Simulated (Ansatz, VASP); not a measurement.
One calculation of TiC, two programs

INCAR

```
PREC     = Accurate       # precision mode
ENCUT    = 520            # plane-wave cutoff, eV
EDIFF    = 1E-6           # SCF threshold, eV
ISMEAR   = -4             # smearing method
SIGMA    = 0.1            # smearing width, eV
LREAL    = F              # projectors in reciprocal space
LASPH    = T              # aspherical terms in the spheres
NELM     = 60             # most SCF steps
ALGO     = Normal         # electronic algorithm
ISIF     = 2              # what is computed and relaxed
LWAVE    = F              # write WAVECAR
LCHARG   = F              # write CHGCAR
GGA      = PE             # functional
NBANDS   = 15             # bands
```

File KPOINTS:

```
Automatic mesh
0
Gamma
  20 20 18
```

File POSCAR:

```
TiC
1.0
    3.0452841791      0.0000000000      0.0000000000
   -1.5226420896      2.6372934609      0.0000000000
    0.0000000000      0.0000000000      2.6939039114
Ti C
1 1
Direct
    0.0000000000      0.0000000000      0.0000000000
    0.3333333333      0.6666666667      0.5000000000
```

Input for Ansatz:

```yaml
crystal:
  lattice:
    - [3.0452841791, 0.0, 0.0]
    - [-1.5226420896, 2.6372934609, 0.0]
    - [0.0, 0.0, 2.6939039114]
  atoms:
    - { symbol: Ti, position: [0.0, 0.0, 0.0] }
    - { symbol: C, position: [0.3333333333, 0.6666666667, 0.5] }
kpoints:
  mp_grid: { grid: [20, 20, 18] }
scf:
  occupations: { method: tetrahedron_uncorrected }
hamiltonian:
  xc: pbe
  pseudopotentials: { kind: all_electron, lapw: { basis_error: 0.0005 } }
output:
  forces: true
  stress: true
  eigenvalues: true
```

Alike in both runs: task single point; functional PBE; k mesh 20 × 20 × 18; no spin polarisation.

|  | VASP | Ansatz |
| --- | --- | --- |
| version | VASP 6.6.1 | Ansatz 0.2.0 |
| potentials or method | VASP PAW PBE potentials, release 64 (Ti_sv, C), cutoff 520 eV | all-electron LAPW, scalar-relativistic |
| occupations | tetrahedron | tetrahedron-uncorrected |

|  | VASP | Ansatz | Ansatz less VASP |
| --- | --- | --- | --- |
| gap on the k mesh at the Fermi level (eV) | none | none | - |
| pressure (GPa) | 0.0 | 0.0 | -0.08 |
| traceless stress, the component that is largest in VASP (GPa) | 0.83 | 0.84 | +0.008 |

A gap of «none» marks a metal or a gap that the smearing closes. Ansatz ran all-electron here, and VASP with PAW potentials. Ansatz's warnings: band table not solved further.
